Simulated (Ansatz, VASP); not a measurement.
## Al2H: VASP beside Ansatz

```
Al H
1.0
     1.56715    0.90479    5.17765
    -1.56715    0.90479    5.17765
     0.00000   -1.80958    5.17765
Al H
2 1
Direct
  0.25793 0.25793 0.25793
  0.74207 0.74207 0.74207
  0.00000 0.00000 0.00000
```

Change from the starting cell: species swapped into the Y2C type (R-3m, No. 166).

Alike in both runs: task single point; functional PBE; k mesh 6 × 6 × 6; occupations gaussian, width 0.1 eV; no spin polarisation.

```csv
,VASP,Ansatz
version,VASP 6.6.1,Ansatz 0.2.0
potentials or method,"VASP PAW PBE potentials, release 64 (Al, H), cutoff 520 eV","scalar-relativistic, plane waves, PAW"
valence electrons in the cell,7,7
```

VASP gave:

| Item | Value |
| --- | --- |
| gap on the k mesh at the Fermi level (eV) | none |
| pressure (GPa) | -7.0 |
| traceless stress, the component that is largest in VASP (GPa) | -2.83 |
| rms of the force components (eV/Å) | 0.246 |

Task: Estimate Ansatz's values.

Result: gap on the k mesh at the Fermi level (eV): none; pressure (GPa): -6.9; traceless stress, the component that is largest in VASP (GPa): -2.81; rms of the force components (eV/Å): 0.245.

Atom by atom the forces differ by 0.000 eV/Å (rms over components). A gap of «none» marks a metal or a gap that the smearing closes. The functional is the same, so the differences come from potentials, cutoffs and numerics.

The k mesh is coarse, so the values compare programs but aren't converged.
